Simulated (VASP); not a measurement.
Set up this calculation in VASP 6.6.1, as the native input.

```
Task                   : single point
Functional             : LDA
Potentials or basis    : VASP PAW LDA potentials, release 64 (Al, Rh_pv)
Cutoff                 : 520 eV
k mesh                 : 16 × 16 × 16
Occupations            : gaussian, width 0.15 eV
Spin                   : no spin polarisation
Dipole correction      : no
Further INCAR settings : ALGO = Fast; EDIFF = 1e-06; NBANDS = 16
```

The structure of AlRh lies in POSCAR:

```
AlRh
1.0
    2.9773224700      0.0000000000      0.0000000000
    0.0000000000      3.0666421441      0.0000000000
    0.0000000000      0.0000000000      2.9773224700
Al Rh
1 1
Direct
    0.0000000000      0.0000000000      0.0000000000
    0.5000000000      0.5000000000      0.5000000000
```

This cell differs from its parent crystal: strain +0.0300 x Voigt [0, 1, 0, 0, 0, 0].

The input as run:

INCAR

```
PREC = Accurate
ENCUT = 520
EDIFF = 1E-6
ISMEAR = 0
SIGMA = 0.15
LREAL = F
LASPH = T
NELM = 60
ALGO = Fast
ISIF = 2
LWAVE = F
LCHARG = T
LELF = T
LVHAR = T
NBANDS = 16
```

KPOINTS

```
Automatic mesh
0
Gamma
  16 16 16
```

Potentials or basis: VASP PAW LDA potentials, release 64 (Al, Rh_pv).

The run is started by

```sh
$ cat potpaw_LDA.64/Al/POTCAR potpaw_LDA.64/Rh_pv/POTCAR > POTCAR
$ mpirun -np 1 vasp_std > vasp.out
```

It gave:

* Pressure: -10.9 GPa
* Band gap on the k mesh: zero (bands 9 and 10 overlap by 2.58 eV)

Caveat: the cell differs from its parent crystal (strain +0.0300 x Voigt [0, 1, 0, 0, 0, 0]); the cell stands under tension.

Run time: 2.3 min on 1 thread of Intel Xeon 8259CL, with other jobs on the host, peak memory 0.27 GiB.
